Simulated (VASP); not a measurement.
Here is a VASP 6.6.1 calculation.

File INCAR:

```
  ALGO = Normal
  EDIFF = 1E-6
  ENCUT = 520
  GGA = PE
  ISIF = 2
  ISMEAR = -1
  LASPH = True
  LCHARG = False
  LREAL = False
  LWAVE = False
  NBANDS = 10
  NELM = 100
  PREC = Accurate
  SIGMA = 0.06122561905347299
```

Contents of KPOINTS:

```
k-points
0
Gamma
  37 37 37
```

POSCAR

```
I
1.0
   -2.0516211012      2.0516211012      2.0516211012
    2.0516211012     -2.0516211012      2.0516211012
    2.0516211012      2.0516211012     -2.0516211012
I
1
Direct
    0.0000000000      0.0000000000      0.0000000000
```

Potentials or basis: VASP PAW PBE potentials, release 64 (I).

The run is started by

```sh
$ cat potpaw_PBE.64/I/POTCAR > POTCAR
$ mpirun -np 1 vasp_std > vasp.out
```

(1) Predict the pressure.

## Answers

(1) 1.0 GPa.

Caveat: an odd number of electrons without spin polarisation forces a metal; a magnetic or distorted state may lie lower.
